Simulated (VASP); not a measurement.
Here is a VASP 6.6.1 calculation.

The input INCAR:

```
SYSTEM = Rh
ALGO     = Normal         ! electronic algorithm
EDIFF    = 1E-6           ! SCF threshold, eV
ENCUT    = 520            ! plane-wave cutoff, eV
ISIF     = 2              ! what is computed and relaxed
ISMEAR   = -1             ! smearing method
LASPH    = .TRUE.         ! aspherical terms in the spheres
LCHARG   = .FALSE.        ! write CHGCAR
LREAL    = .FALSE.        ! projectors in reciprocal space
LWAVE    = .FALSE.        ! write WAVECAR
NBANDS   = 14             ! bands
NELM     = 100            ! most SCF steps
PREC     = Accurate       ! precision mode
SIGMA    = 0.3            ! smearing width, eV
```

File KPOINTS:

```
k-points
0
G
  14 14 14
  0 0 0
```

File POSCAR:

```
Rh
1.0
    0.0000000000      1.8776226225      1.8776226225
    1.8776226225      0.0000000000      1.8776226225
    1.8776226225      1.8776226225      0.0000000000
Rh
1
Direct
    0.0000000000      0.0000000000      0.0000000000
```

Potentials or basis: VASP PAW LDA potentials, release 64 (Rh_pv).

Launch:

```sh
$ cat potpaw_LDA.64/Rh_pv/POTCAR > POTCAR
$ mpirun -np 1 vasp_std > vasp.out
```

**Question.** Predict the pressure.

**Answer.** 4.3 GPa.
